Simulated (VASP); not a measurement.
A run of VASP 6.6.1 is set up as follows.

INCAR

```
PREC = Accurate
ENCUT = 600
EDIFF = 1E-6
ISMEAR = 0
SIGMA = 0.1
LREAL = False
LASPH = True
NELM = 120
ALGO = Normal
ISIF = 2
LWAVE = False
LCHARG = True
GGA = PE
LELF = True
LVHAR = True
NBANDS = 16
GGA_COMPAT = False
```

File KPOINTS:

```
Automatic mesh
0
Gamma
  6 6 6
```

POSCAR

```
WC
1.0
    2.9165950000      0.0000000000      0.0000000000
   -1.4582970000      2.5258450000      0.0000000000
    0.0000000000      0.0000000000      2.8394360000
W C
1 1
Direct
    0.0000000000      0.0000000000      0.0000000000
    0.6666670000      0.3333330000      0.5000000000
```

Potentials or basis: VASP PAW PBE potentials, release 64 (W_sv, C).

Command:

```bash
$ cat potpaw_PBE.64/W_sv/POTCAR potpaw_PBE.64/C/POTCAR > POTCAR
$ mpirun -np 1 vasp_std > vasp.out
```

Predict the band gap on the k mesh.

zero (band 9 reaches 11.60 eV, above the bottom of band 10 at 10.39 eV).

Estimate the pressure.

3.5 GPa.

Stress tensor (GPa, compression positive):
```
3.73 0.00 0.00
0.00 3.73 0.00
0.00 0.00 2.93
```

Caveat: the k points lie up to 0.41 Å⁻¹ apart; spin-orbit coupling is left out, which moves the levels of the heavy elements.
